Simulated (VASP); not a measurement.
**Ge: single point with LDA**

The system is Ge.

```
Ge
1.0
     3.96829    0.00000    0.00000
    -1.98414    3.43664    0.00000
     0.00000    0.00000    6.50479
Ge
4
Direct
  0.33333 0.66667 0.99990
  0.66667 0.33333 0.49990
  0.33333 0.66667 0.37510
  0.66667 0.33333 0.87510
```

```yaml
Program: VASP 6.6.1
Task: single point
Functional: LDA
Potentials_or_basis: VASP PAW LDA potentials, release 64 (Ge_d)
Cutoff: 520 eV
k_mesh: 6 × 6 × 4
Occupations: fermi-dirac, width 0.02 eV
Spin: no spin polarisation
Dipole_correction: no
Further_INCAR_settings: ALGO = Normal; EDIFF = 1e-06; NBANDS = 36
```

```
Pressure               : 0.2 GPa
Largest force          : 0.003 eV/Å
Band gap on the k mesh : zero (band 28 reaches 5.09 eV, above the bottom of band 29 at 4.99 eV)
```

Forces in eV/Å, atoms in the order of the input:
```
Ge   0.000  0.000  0.003
Ge   0.000  0.000  0.003
Ge   0.000  0.000 -0.003
Ge   0.000  0.000 -0.003
```

Levels at points of the mesh, in eV from the Fermi level:
| k point | band 24 | band 25 | band 26 | band 27 | band 28 | band 29 | band 30 | band 31 | band 32 | band 33 |
| --- | --- | --- | --- | --- | --- | --- | --- | --- | --- | --- |
| (0.00, 0.00, 0.00) | -1.58 | -1.58 | -0.21 | -0.14 | 0.10 | 0.10 | 0.10 | 2.20 | 2.20 | 2.77 |
| (0.50, 0.00, 0.00) | -6.85 | -4.75 | -3.21 | -2.94 | -1.50 | 0.37 | 1.65 | 3.52 | 3.69 | 4.41 |
| (0.00, 0.00, 0.50) | -4.86 | -0.93 | -0.93 | -0.93 | -0.93 | 0.60 | 0.60 | 3.33 | 3.33 | 3.33 |
| (0.50, 0.00, 0.50) | -8.03 | -2.60 | -2.60 | -2.52 | -2.52 | 0.46 | 0.46 | 2.04 | 2.04 | 6.18 |

Wall time 38 s on 1 thread of Intel Xeon 6975P-C, on a shared host, peak memory 0.19 GiB.
